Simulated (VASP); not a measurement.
# MoS2 (C2/m) in VASP: further runs

The runs below take MoS2 through single point, with PBE+D3(BJ).

Program: VASP 6.6.1. These are calculated values, not measurements. Logs are shortened: lines on timing, memory, paths and dates and some standing lists are left out, and cuts for length are marked.

### Step 1. The cell of the first run

It takes space group C2/m (No. 12, monoclinic). The conventional cell has a = 5.455 Å, b = 3.149 Å, c = 12.092 Å, α = 90.00°, β = 90.00°, γ = 90.00°. Within 3.2 Å of Mo (site symmetry m) lie 6 S at 2.39 to 2.49 Å and 6 Mo at 3.15 Å. S (site symmetry m) has 3 Mo at 2.41 to 2.49 Å and 10 S at 3.15 to 3.42 Å within 3.5 Å. S (site symmetry m) has 3 Mo at 2.39 to 2.47 Å and 10 S at 3.15 to 3.38 Å within 3.4 Å.

### Step 2. Single point, PBE+D3(BJ) (atoms displaced along several vibrational modes)

File INCAR:

```
PREC = Accurate
ENCUT = 520
EDIFF = 1E-7
ISMEAR = 0
SIGMA = 0.05
LREAL = False
LASPH = True
NELM = 100
ALGO = Normal
ISIF = 2
LWAVE = False
LCHARG = False
GGA = PE
IVDW = 12
NBANDS = 35
```

File KPOINTS:

```
Automatic mesh
0
Gamma
  12 12 4
```

File POSCAR:

```
MoS2
1.0
    3.1493579417      0.0000000000      0.0000000000
   -1.5746789709      2.7274239831      0.0000000000
    0.0000000000      0.0000000000     12.0917670417
Mo S
2 4
Direct
    0.3333333333      0.6666666667      0.2500000000
    0.6666666667      0.3333333333      0.7500000000
    0.3200057392      0.6400114783      0.6155347464
    0.6533390725      0.3066781450      0.1155347464
    0.3466609275      0.6933218550      0.8844652536
    0.6799942608      0.3599885217      0.3844652536
```

Potentials or basis: VASP PAW PBE potentials, release 64 (Mo_sv, S).

Command:

```sh
cat potpaw_PBE.64/Mo_sv/POTCAR potpaw_PBE.64/S/POTCAR > POTCAR
mpirun -np 1 vasp_std > vasp.out
```

OUTCAR:

```text
PREC = Accurate
   ENCUT = 520
   EDIFF = 1E-7
   ISMEAR = 0
   LREAL = False
   LASPH = True
   NELM = 100
   ISIF = 2
   GGA = PE
   IVDW = 12
 IVDW          = 12

 ion  position               nearest neighbor table
   1  0.333  0.667  0.250-   4 2.39   6 2.41   6 2.41   4 2.47   4 2.47   6 2.49
   2  0.667  0.333  0.750-   5 2.39   3 2.41   3 2.41   5 2.47   5 2.47   3 2.49
   3  0.320  0.640  0.616-   2 2.41   2 2.41   2 2.49
   4  0.653  0.307  0.116-   1 2.39   1 2.47   1 2.47
   5  0.347  0.693  0.884-   2 2.39   2 2.47   2 2.47
   6  0.680  0.360  0.384-   1 2.41   1 2.41   1 2.49

  LATTYP: Found a hexagonal cell.
 ALAT       =     3.1493579417
 C/A-ratio  =     3.8394387890

  Lattice vectors:

 A1 = (   3.1493579417,   0.0000000000,   0.0000000000)
 A2 = (  -1.5746789709,   2.7274239831,   0.0000000000)
 A3 = (   0.0000000000,   0.0000000000,  12.0917670417)

Analysis of symmetry for initial positions (statically):
=====================================================================
 Subroutine PRICEL returns:
 Original cell was already a primitive cell.

 Routine SETGRP: Setting up the symmetry group for a
 hexagonal supercell.

 Subroutine GETGRP returns: Found  4 space group operations
 (whereof  4 operations were pure point group operations)
 out of a pool of 24 trial point group operations.

The static configuration has the point symmetry C_2h.

Analysis of symmetry for dynamics (positions and initial velocities):
=====================================================================
 Subroutine PRICEL returns:
 Original cell was already a primitive cell.

 Routine SETGRP: Setting up the symmetry group for a
 hexagonal supercell.

 Subroutine GETGRP returns: Found  4 space group operations
 (whereof  4 operations were pure point group operations)
 out of a pool of 24 trial point group operations.

The dynamic configuration has the point symmetry C_2h.

 Subroutine INISYM returns: Found  4 space group operations
 (whereof  4 operations are pure point group operations),
 and found     1 'primitive' translations

----------------------------------------------------------------------------------------

                                     Primitive cell

  volume of cell :     103.8639

  direct lattice vectors                    reciprocal lattice vectors
     3.149357942  0.000000000  0.000000000     0.317525038  0.183323166  0.000000000
    -1.574678971  2.727423983  0.000000000     0.000000000  0.366646332  0.000000000
     0.000000000  0.000000000 12.091767042     0.000000000  0.000000000  0.082700899

  length of vectors
     3.149357942  3.149357942 12.091767042     0.366646332  0.366646332  0.082700899

  position of ions in fractional coordinates (direct lattice)
     0.333333333  0.666666667  0.250000000
     0.666666667  0.333333333  0.750000000
     0.320005739  0.640011478  0.615534746
     0.653339073  0.306678145  0.115534746
     0.346660927  0.693321855  0.884465254
     0.679994261  0.359988522  0.384465254

  ion indices of the primitive-cell ions
   primitive index   ion index
                 1           1
                 2           2
                 3           3
                 4           4
                 5           5
                 6           6

----------------------------------------------------------------------------------------

 KPOINTS: Automatic mesh

Automatic generation of k-mesh.
 Grid dimensions read from file:
 generate k-points for:   12   12    4

 Generating k-lattice:

  Cartesian coordinates                     Fractional coordinates (reciprocal lattice)
     0.026460420  0.015276931  0.000000000     0.083333333  0.000000000  0.000000000
     0.000000000  0.030553861  0.000000000     0.000000000  0.083333333  0.000000000
     0.000000000  0.000000000  0.020675225     0.000000000  0.000000000  0.250000000

  Length of vectors
     0.030553861  0.030553861  0.020675225

  Shift w.r.t. Gamma in fractional coordinates (k-lattice)
     0.000000000  0.000000000  0.000000000

 Subroutine IBZKPT returns following result:
 ===========================================

 Found    164 irreducible k-points:

 Following reciprocal coordinates:
            Coordinates               Weight
  0.000000  0.000000  0.000000      1.000000
  0.083333 -0.000000  0.000000      4.000000
  0.000000  0.083333  0.000000      2.000000
  0.166667 -0.000000  0.000000      4.000000
  0.000000  0.166667  0.000000      2.000000
  0.250000  0.000000  0.000000      4.000000
[... 16 lines left out ...]
 -0.083333  0.416667  0.000000      4.000000
 -0.416667  0.333333  0.000000      4.000000
 [... further k-points ...]
   k-points           NKPTS =    164   k-points in BZ     NKDIM =    164   number of bands    NBANDS=     35
   number of dos      NEDOS =    301   number of ions     NIONS =      6
   total plane-waves  NPLWV =  51840
   dimension x,y,z NGX =    24 NGY =   24 NGZ =   90
   dimension x,y,z NGXF=    48 NGYF=   48 NGZF=  180
   ions per type =               2   4
   NGX,Y,Z   is equivalent  to a cutoff of  12.67, 12.67, 12.37 a.u.
   NGXF,Y,Z  is equivalent  to a cutoff of  25.34, 25.34, 24.75 a.u.
 SYSTEM =  unknown system
   PREC   = accura    normal or accurate (medium, high low for compatibility)
   ISTART =      0    job   : 0-new  1-cont  2-samecut
   ICHARG =      2    charge: 1-file 2-atom 10-const
   ISPIN  =      1    spin polarized calculation?
   LNONCOLLINEAR =      F non collinear calculations
   LSORBIT =      F    spin-orbit coupling
   LASPH  =      T    aspherical Exc in radial PAW
   ENCUT  =  520.0 eV  38.22 Ry    6.18 a.u.   5.86  5.86 22.48*2*pi/ulx,y,z
   NELM   =    100;   NELMIN=  2; NELMDL= -5     # of ELM steps
   EDIFF  = 0.1E-06   stopping-criterion for ELM
   LREAL  =      F    real-space projection
   EDIFFG = 0.1E-05   stopping-criterion for IOM
   NSW    =      0    number of steps for IOM
   IBRION =     -1    ionic relax: 0-MD 1-quasi-New 2-CG
   NFREE  =      0    steps in history (QN), initial steepest desc. (CG)
   ISIF   =      2    stress and relaxation
   ISYM   =      2    0-nonsym 1-usesym 2-fastsym
   POTIM  = 0.5000    time-step for ionic-motion
   TEBEG  =    0.0;   TEEND  =   0.0 temperature during run
   PSTRESS=    0.0 pullay stress
   NELECT =      52.0000    total number of electrons
   NUPDOWN=      -1.0000    fix difference up-down
   EMIN   =  10.00;   EMAX   =-10.00  energy-range for DOS
   EFERMI =   0.00;   METHOD = LEGACY
   ISMEAR =     0;   SIGMA  =   0.05  broadening in eV -4-tet -1-fermi 0-gaus
   EFERMI_NEDOS =   21; number of points for ismear=-14 and -15
   IALGO  =     38    algorithm
   IMIX   =      4    mixing-type and parameters
     AMIX     =   0.40;   BMIX     =  1.00
     AMIX_MAG =   1.60;   BMIX_MAG =  1.00
  volume/ion in A,a.u.               =      17.31       116.82
  Fermi-wavevector in a.u.,A,eV,Ry     =   1.299933  2.456518 22.991493  1.689827
  Thomas-Fermi vector in A             =   2.431165
   LORBIT       =      0    0 simple, 1 ext, 2 COOP (PROOUT), +10 PAW based schemes
   GGA     = PE    functional components
   LHFCALC =     F    Hartree Fock is set to
   AEXX    =    0.0000 exact exchange contribution
   IVDW    =    12    specifies the selected vdW correction
   LEPSILON=     F    determine dielectric tensor
   LRPA    =     F    only Hartree local field effects (RPA)
 non-spin polarized calculation
 Gauss-broadening in eV      SIGMA  =   0.05
  energy-cutoff  :      520.00
  volume of cell :      103.86
 maximum number of plane-waves:      2820
   NGX = 11   NGY = 11   NGZ = 45

 number of electron      52.0000005 magnetization

 Free energy of the ion-electron system (eV)
  ---------------------------------------------------
  ext. energy  EPLUGINS =         0.00000000
  ---------------------------------------------------
  free energy    TOTEN  =       -43.31784337 eV

  energy without entropy =      -43.31784337  energy(sigma->0) =      -43.31784337

 E-fermi :   8.1631     XC(G=0): -11.0840

 val. band max:        7.8249969806   @ k =   0.0000   0.0000   0.0000
 cond. band min:       8.5461170535   @ k =   0.1667   0.1667   0.0000
 fundamental gap:      0.7211200729
 Fermi energy:         8.1631238990

 k-point     1 :       0.0000    0.0000    0.0000
  band No.  band energies     occupation
      1     -53.6043      2.00000
      2     -53.6043      2.00000
      3     -27.7505      2.00000
      4     -27.7504      2.00000
      5     -27.5004      2.00000
      6     -27.5004      2.00000
[... 27 lines left out ...]
     34      10.3527      0.00000
     35      13.6560      0.00000

 k-point     2 :       0.0833   -0.0000    0.0000
  band No.  band energies     occupation
      1     -53.6015      2.00000
      2     -53.6015      2.00000
      3     -27.7453      2.00000
      4     -27.7451      2.00000
      5     -27.5267      2.00000
      6     -27.5267      2.00000
[... 27 lines left out ...]
     34      10.3226      0.00000
     35      14.1502      0.00000

 k-point     3 :       0.0000    0.0833    0.0000
  band No.  band energies     occupation
      1     -53.6015      2.00000
      2     -53.6015      2.00000
      3     -27.7453      2.00000
      4     -27.7451      2.00000
      5     -27.5277      2.00000
      6     -27.5277      2.00000
[... 27 lines left out ...]
     34      10.3766      0.00000
     35      14.1359      0.00000
[... 723 lines left out ...]
 k-point    23 :      -0.0833    0.4167    0.0000
  band No.  band energies     occupation
      1     -53.5676      2.00000
      2     -53.5676      2.00000
      3     -27.8364      2.00000
      4     -27.8364      2.00000
      5     -27.6815      2.00000
      6     -27.6814      2.00000
[... 27 lines left out ...]
     34      11.8228      0.00000
     35      13.9546      0.00000

 k-point    24 :      -0.4167    0.3333    0.0000
  band No.  band energies     occupation
      1     -53.5676      2.00000
      2     -53.5676      2.00000
      3     -27.8354      2.00000
      4     -27.8354      2.00000
      5     -27.6814      2.00000
      6     -27.6814      2.00000
[... 27 lines left out ...]
     34      11.8129      0.00000
     35      13.9470      0.00000

 [... further k-points ...]

------------------------ aborting loop because EDIFF is reached ----------------------------------------

 Edisp (eV)   -2.62619

 E8    (eV) :    -1.0589

  FORCE on cell =-STRESS in cart. coord.  units (eV):
  Direction    XX          YY          ZZ          XY          YZ          ZX
  --------------------------------------------------------------------------------------
  -------------------------------------------------------------------------------------
  Total      -2.13655    -2.13933    -6.10872     0.00000    -3.55431     0.00000
  in kB     -32.95785   -33.00083   -94.23156     0.00000   -54.82785     0.00000
  external pressure =      -53.40 kB  Pullay stress =        0.00 kB

 VOLUME and BASIS-vectors are now :
 -----------------------------------------------------------------------------
  energy-cutoff  :      520.00
  volume of cell :      103.86
      direct lattice vectors                 reciprocal lattice vectors
     3.149357942  0.000000000  0.000000000     0.317525038  0.183323166  0.000000000
    -1.574678971  2.727423983  0.000000000     0.000000000  0.366646332  0.000000000
     0.000000000  0.000000000 12.091767042     0.000000000  0.000000000  0.082700899

 POSITION                                       TOTAL-FORCE (eV/Angst)
 -----------------------------------------------------------------------------------
     -0.00000      1.81828      3.02294         0.000000     -0.060973      0.005540
      1.57468      0.90914      9.06883        -0.000000      0.060973     -0.005540
      0.00000      1.74558      7.44290        -0.000000      0.563964      1.068980
      1.57468      0.83644      1.39702        -0.000000      0.630053      1.063886
     -0.00000      1.89098     10.69475         0.000000     -0.630053     -1.063886
      1.57468      0.98184      4.64886         0.000000     -0.563964     -1.068980
 -----------------------------------------------------------------------------------
    total drift:                                0.000000      0.000000     -0.000000

  FREE ENERGIE OF THE ION-ELECTRON SYSTEM (eV)
  ---------------------------------------------------
  free  energy   TOTEN  =       -45.9440338309 eV

  energy  without entropy=      -45.9440338309  energy(sigma->0) =      -45.94403383
```

Wall time 18 min (1 thread of Intel Xeon 8259CL, shared host); peak memory 0.53 GiB.

What came out:

```
Free energy                : -45.9440 eV
Pressure                   : -5.3 GPa
Largest force              : 1.236 eV/Å
Band gap on the k mesh     : 0.72 eV (least direct gap 1.74 eV)
Dispersion energy per atom : -0.438 eV
```

Forces on the atoms (eV/Å):
```
Mo   0.000 -0.061  0.006
Mo   0.000  0.061 -0.006
S    0.000  0.564  1.069
S    0.000  0.630  1.064
S    0.000 -0.630 -1.064
S    0.000 -0.564 -1.069
```

Caveat: the cell differs from its parent crystal (atoms displaced along several vibrational modes); the stress differs along the axes, from -9 to -3 GPa; semilocal functionals underestimate gaps, and a narrow one can read as zero; forces of over 1 eV/Å act on the atoms, so gaps and moduli don't describe the material at rest. A k mesh can miss the band edges.

### Step 3. Single point, PBE+D3(BJ) (atoms displaced along several vibrational modes)

File INCAR:

```
SYSTEM = MoS2
PREC = Accurate
ENCUT = 520
EDIFF = 1E-6
ISMEAR = 0
SIGMA = 0.05
LREAL = .FALSE.
LASPH = .TRUE.
NELM = 60
ALGO = Normal
ISIF = 2
LWAVE = .FALSE.
LCHARG = .TRUE.
GGA = PE
IVDW = 12
LELF = .TRUE.
LVHAR = .TRUE.
NBANDS = 35
```

File KPOINTS:

```
Automatic mesh
0
G
  12 12 4
  0 0 0
```

File POSCAR:

```
MoS2
1.0
    3.1493579417      0.0000000000      0.0000000000
   -1.5746789709      2.7274239831      0.0000000000
    0.0000000000      0.0000000000     12.0917670417
Mo S
2 4
Direct
    0.3333333333      0.6666666667      0.2500000000
    0.6666666667      0.3333333333      0.7500000000
    0.3266787024      0.6533574048      0.6155347464
    0.6600120357      0.3200240715      0.1155347464
    0.3399879643      0.6799759285      0.8844652536
    0.6733212976      0.3466425952      0.3844652536
```

Potentials or basis: VASP PAW PBE potentials, release 64 (Mo_sv, S).

Command:

```sh
cat potpaw_PBE.64/Mo_sv/POTCAR potpaw_PBE.64/S/POTCAR > POTCAR
mpirun -np 1 vasp_std > vasp.out
```

Wall time 14 min (1 thread of Intel Xeon 8259CL, shared host); peak memory 0.56 GiB.

It converged, with:

```yaml
Free_energy: -46.0092 eV
Pressure: -5.6 GPa
Largest_force: 1.147 eV/Å
Band_gap_on_the_k_mesh: 0.73 eV (least direct gap 1.76 eV)
Dispersion_energy_per_atom: -0.438 eV
```

Forces in eV/Å, atoms in the order of the input:
```
Mo   0.000 -0.015  0.001
Mo   0.000  0.015 -0.001
S    0.000  0.290  1.106
S    0.000  0.307  1.105
S    0.000 -0.307 -1.105
S    0.000 -0.290 -1.106
```

Stress tensor (GPa, compression positive):
```
-3.44  0.00  0.00
 0.00 -3.44 -2.74
 0.00 -2.74 -9.88
```

Levels at points of the mesh, in eV from the valence-band top:
| k point | band 24 | band 25 | band 26 | band 27 | band 28 | band 29 |
| --- | --- | --- | --- | --- | --- | --- |
| (0.00, 0.00, 0.00) | -1.31 | -0.93 | 0.00 | 2.13 | 2.13 | 2.21 |
| (0.50, 0.00, 0.00) | -1.34 | -1.20 | -1.17 | 1.81 | 1.87 | 2.04 |
| (0.00, 0.50, 0.00) | -1.34 | -1.20 | -1.17 | 1.81 | 1.87 | 2.04 |
| (0.00, 0.00, 0.50) | -1.77 | -0.23 | -0.23 | 2.12 | 2.13 | 2.19 |
| (0.50, 0.00, 0.50) | -1.35 | -1.26 | -1.25 | 1.84 | 1.84 | 2.26 |
| (0.00, 0.50, 0.50) | -1.34 | -1.27 | -1.25 | 1.84 | 1.84 | 2.25 |

Caveat: the cell differs from its parent crystal (atoms displaced along several vibrational modes); the stress differs along the axes, from -10 to -3 GPa; semilocal functionals underestimate gaps, and a narrow one can read as zero; forces of over 1 eV/Å act on the atoms, so gaps and moduli don't describe the material at rest. A k mesh can miss the band edges.

### Step 4. Single point, PBE+D3(BJ) (atoms displaced along several vibrational modes)

File INCAR:

```
PREC     = Accurate       # precision mode
ENCUT    = 520            # plane-wave cutoff, eV
EDIFF    = 1E-7           # SCF threshold, eV
ISMEAR   = 0              # smearing method
SIGMA    = 0.05           # smearing width, eV
LREAL    = F              # projectors in reciprocal space
LASPH    = T              # aspherical terms in the spheres
NELM     = 60             # most SCF steps
ALGO     = Normal         # electronic algorithm
ISIF     = 2              # what is computed and relaxed
LWAVE    = F              # write WAVECAR
LCHARG   = F              # write CHGCAR
GGA      = PE             # functional
IVDW     = 12             # dispersion correction
NBANDS   = 35             # bands
```

File KPOINTS:

```
regular mesh
0
Gamma
  12 12 4
```

File POSCAR:

```
MoS2
1.0
    3.1493579417      0.0000000000      0.0000000000
   -1.5746789709      2.7274239831      0.0000000000
    0.0000000000      0.0000000000     12.0917670417
Mo S
2 4
Direct
    0.3333333333      0.6666666667      0.2500000000
    0.6666666667      0.3333333333      0.7500000000
    0.3133511082      0.6267022164      0.6238048362
    0.6466844416      0.2933688831      0.1238048362
    0.3533155584      0.7066311169      0.8761951638
    0.6866488918      0.3732977836      0.3761951638
```

Command:

```sh
cat potpaw_PBE.64/Mo_sv/POTCAR potpaw_PBE.64/S/POTCAR > POTCAR
mpirun -np 1 vasp_std > vasp.out
```

Wall time 8.7 min (1 thread of Intel Xeon 8259CL, shared host); peak memory 0.56 GiB.

The run converged. Its results:

```yaml
Free_energy: -45.8592 eV
Pressure: 4.8 GPa
Largest_force: 1.580 eV/Å
Band_gap_on_the_k_mesh: 0.81 eV (least direct gap 1.61 eV)
Dispersion_energy_per_atom: -0.437 eV
```

Forces on the atoms (eV/Å):
```
Mo   0.000 -0.202  0.026
Mo   0.000  0.202 -0.026
S    0.000  1.032 -0.951
S    0.000  1.242 -0.976
S    0.000 -1.242  0.976
S    0.000 -1.032  0.951
```

Stress tensor (GPa, compression positive):
```
  3.06   0.00   0.00
  0.00   3.01 -10.23
  0.00 -10.23   8.41
```

Levels at points of the mesh, in eV from the valence-band top:
```
           k point  band 22  band 23  band 24  band 25  band 26  band 27  band 28  band 29  band 30  band 31
(0.00, 0.00, 0.00)    -2.48    -2.47    -1.22    -1.20     0.00     1.85     1.86     1.89     1.89     2.33
(0.50, 0.00, 0.00)    -2.64    -1.97    -1.76    -1.55    -1.43     1.44     1.48     1.89     2.15     2.84
(0.00, 0.50, 0.00)    -2.64    -1.98    -1.77    -1.48    -1.42     1.43     1.48     1.90     2.16     2.84
(0.00, 0.00, 0.50)    -2.49    -2.48    -2.41    -0.28    -0.28     1.85     1.86     1.88     1.89     2.38
(0.50, 0.00, 0.50)    -2.69    -1.88    -1.87    -1.48    -1.48     1.46     1.46     2.02     2.04     3.18
(0.00, 0.50, 0.50)    -2.60    -1.89    -1.86    -1.46    -1.44     1.45     1.45     2.03     2.05     3.16
```

Caveat: the cell differs from its parent crystal (atoms displaced along several vibrational modes); the stress differs along the axes, from 3 to 8 GPa; forces of over 1 eV/Å act on the atoms, so gaps and moduli don't describe the material at rest.

### Step 5. Overview

```csv
cell,gap on the mesh (eV),pressure (GPa),largest force (eV/Å)
"as given, atomic positions A",0.72,-5.3,1.24
"as given, atomic positions B",0.73,-5.6,1.15
"as given, atomic positions C",0.81,4.8,1.58
```

Alike in all rows: task single point; level PBE+D3(BJ); potentials or basis VASP PAW PBE potentials, release 64 (Mo_sv, S); no spin polarisation; k mesh 12 × 12 × 4; cutoff (eV) 520; smearing gaussian 0.05 eV.

Caveats: forces of over 1 eV/Å act on the atoms, so gaps and moduli don't describe the material at rest; semilocal functionals underestimate gaps, and a narrow one can read as zero (at least some runs); the stress differs along the axes, from -9 to -3 GPa (at least some runs); the stress differs along the axes, from -10 to -3 GPa (at least some runs); the stress differs along the axes, from 3 to 8 GPa (at least some runs).

Total energies depend on the potentials used, so only differences within one code and one set of settings carry meaning.
